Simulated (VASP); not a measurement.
Write the native input for VASP 6.6.1 that does the following.

```
Task                   : single point
Functional             : LDA
Potentials or basis    : VASP PAW LDA potentials, release 64 (Ta_sv_GW, N)
Cutoff                 : 700 eV
k mesh                 : 18 × 18 × 18
Occupations            : gaussian, width 0.15 eV
Spin                   : no spin polarisation
Dipole correction      : no
Further INCAR settings : ALGO = Normal; EDIFF = 1e-06; NBANDS = 16
```

The structure of TaN lies in POSCAR:

```
TaN
1.0
    0.0000000000      2.1738356505      2.1738356505
    2.1738356505      0.0000000000      2.1738356505
    2.1738356505      2.1738356505      0.0000000000
Ta N
1 1
Direct
    0.5000000000      0.5000000000      0.5000000000
    0.0000000000      0.0000000000      0.0000000000
```

The input as run:

INCAR

```
SYSTEM = TaN
ALGO = Normal ; EDIFF = 1E-6
ENCUT = 700 ; GGA_COMPAT = .False.
ISIF = 2 ; ISMEAR = 0
LASPH = .True. ; LCHARG = .False.
LREAL = .False. ; LWAVE = .False.
NBANDS = 16 ; NELM = 120
PREC = Accurate ; SIGMA = 0.15
```

KPOINTS

```
k-points
0
Gamma
  18 18 18
  0 0 0
```

Potentials or basis: VASP PAW LDA potentials, release 64 (Ta_sv_GW, N).

The run is started by

```sh
$ cat potpaw_LDA.64/Ta_sv_GW/POTCAR potpaw_LDA.64/N/POTCAR > POTCAR
$ mpirun -np 1 vasp_std > vasp.out
```

Results of the run:

| Quantity | Value |
| --- | --- |
| Pressure | 1.3 GPa |
| Band gap on the k mesh | zero (bands 9 and 10 overlap by 4.22 eV) |

Caveat: spin-orbit coupling is left out, which moves the levels of the heavy elements.

Wall time 74 s on 1 thread of Intel(R) Xeon(R) Platinum 8488C (Sapphire Rapids), with other jobs on the host, peak memory 0.24 GiB.
